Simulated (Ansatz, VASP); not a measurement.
## ZnSe: VASP beside Ansatz

```
CELL_PARAMETERS angstrom
0.00000 2.36194 2.36194
2.36194 0.00000 2.36194
2.36194 2.36194 0.00000
ATOMIC_POSITIONS crystal
Zn 0.00000 0.00000 0.00000
Se 0.50000 0.50000 0.50000
```

Change from the starting cell: volume scaled by 0.72, PAW files.

Alike in both runs: task single point; functional PBEsol; k mesh 15 × 15 × 15; occupations fermi-dirac, width 0.05 eV; no spin polarisation.

|  | VASP | Ansatz |
| --- | --- | --- |
| version | VASP 6.6.1 | Ansatz 0.2.0 |
| potentials or method | VASP PAW PBE potentials, release 64 (Zn, Se) | PAW with Ansatz's default frozen-core files, scalar-relativistic |
| plane-wave cutoff (eV) | 520 | 420 |
| valence electrons in the cell | 18 | 28 |

Ansatz gave:

```
pressure (GPa) : 57.2
```

Estimate VASP's values.

pressure (GPa): 58.6.

VASP's potentials were made for PBE, not for PBEsol. Both programs put the cell under a high pressure, so it lies far from rest at this level. VASP's potentials hold 18 valence electrons a cell and Ansatz's 28, so a difference there can come from the potentials and not from the codes.
